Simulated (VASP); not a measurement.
Wanted: the native input for a VASP 6.6.1 run.

- Task: single point
- Functional: PBE
- Potentials or basis: VASP PAW PBE potentials, release 64 (B, N)
- Cutoff: 520 eV
- k mesh: 12 × 12 × 12
- Occupations: gaussian, width 0.05 eV
- Spin: no spin polarisation
- Dipole correction: no
- Further INCAR settings: ALGO = Normal; EDIFF = 1e-06; NBANDS = 11

The structure of BN lies in POSCAR:

```
BN
1.0
    0.0000000000      1.8130010000      1.8130010000
    1.8130010000      0.0000000000      1.8130010000
    1.8130010000      1.8130010000      0.0000000000
B N
1 1
Direct
    0.0000000000      0.0000000000      0.0000000000
    0.7141743687      0.7619418771      0.7619418771
```

This cell differs from its parent crystal: all N atoms moved +0.075 Å, as atom 2 towards its neighbour atom 1 (B) at 1.570 Å.

One way to write it, as run:

INCAR

```
SYSTEM = BN
PREC = Accurate ; ENCUT = 520
EDIFF = 1E-6 ; ISMEAR = 0
SIGMA = 0.05 ; LREAL = .False.
LASPH = .True. ; NELM = 100
ALGO = Normal ; ISIF = 2
LWAVE = .False. ; LCHARG = .False.
GGA = PE ; NBANDS = 11
```

KPOINTS

```
Automatic mesh
0
Gamma
  12 12 12
  0 0 0
```

Potentials or basis: VASP PAW PBE potentials, release 64 (B, N).

Run with:

```bash
$ cat potpaw_PBE.64/B/POTCAR potpaw_PBE.64/N/POTCAR > POTCAR
$ mpirun -np 1 vasp_std > vasp.out
```

It gave:

The pressure is 1.6 GPa. The largest force is 2.087 eV/Å. The band gap on the k mesh is 4.02 eV, indirect (least direct gap 8.08 eV).

Caveat: the cell differs from its parent crystal (all N atoms moved +0.075 Å, as atom 2 towards its neighbour atom 1 (B) at 1.570 Å); forces of over 1 eV/Å act on the atoms, so gaps and moduli don't describe the material at rest.

Run time: 12 s on 1 thread of Intel(R) Xeon(R) Platinum 8488C (Sapphire Rapids) (shared host), peak memory 0.13 GiB.
